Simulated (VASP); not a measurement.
Write the native input for VASP 6.6.1 that does the following.

* Task: single point
* Functional: PBE
* Potentials or basis: VASP PAW PBE potentials, release 64 (Bi_d, Te)
* Cutoff: 520 eV
* k mesh: 12 × 12 × 12
* Occupations: gaussian, width 0.15 eV
* Spin: no spin polarisation
* Dipole correction: no
* Further INCAR settings: ALGO = Normal; EDIFF = 1e-06; NBANDS = 18

The structure of BiTe lies in POSCAR:

```
BiTe
1.0
    2.3015723842      1.3288134356      3.1514273568
   -2.3015723842      1.3288134356      3.1514273568
    0.0000000000     -2.6576268711      3.1514273568
Bi Te
1 1
Direct
    0.5000000000      0.5000000000      0.5000000000
    0.0000000000      0.0000000000      0.0000000000
```

This cell differs from its parent crystal: strain -0.050 along x and y, -0.050 along z.

One way to write it, as run:

INCAR

```
SYSTEM = BiTe
  ALGO = Normal
  EDIFF = 1E-6
  ENCUT = 520
  GGA = PE
  ISIF = 2
  ISMEAR = 0
  LASPH = .True.
  LCHARG = .False.
  LREAL = .False.
  LWAVE = .False.
  NBANDS = 18
  NELM = 60
  PREC = Accurate
  SIGMA = 0.15
```

KPOINTS

```
k-points
0
Gamma
  12 12 12
  0 0 0
```

Potentials or basis: VASP PAW PBE potentials, release 64 (Bi_d, Te).

Launch:

```bash
$ cat potpaw_PBE.64/Bi_d/POTCAR potpaw_PBE.64/Te/POTCAR > POTCAR
$ mpirun -np 1 vasp_std > vasp.out
```

It gave:

```yaml
Pressure: 10.5 GPa
Band_gap_on_the_k_mesh: zero (an odd number of electrons rules out a gap without spin polarisation)
```

Caveat: the cell differs from its parent crystal (strain -0.050 along x and y, -0.050 along z); the cell stands under pressure; spin-orbit coupling is left out, which moves the levels of the heavy elements.

Wall time 53 s on 1 thread of Intel(R) Xeon(R) 6975P-C (Granite Rapids) (shared host), peak memory 0.33 GiB.
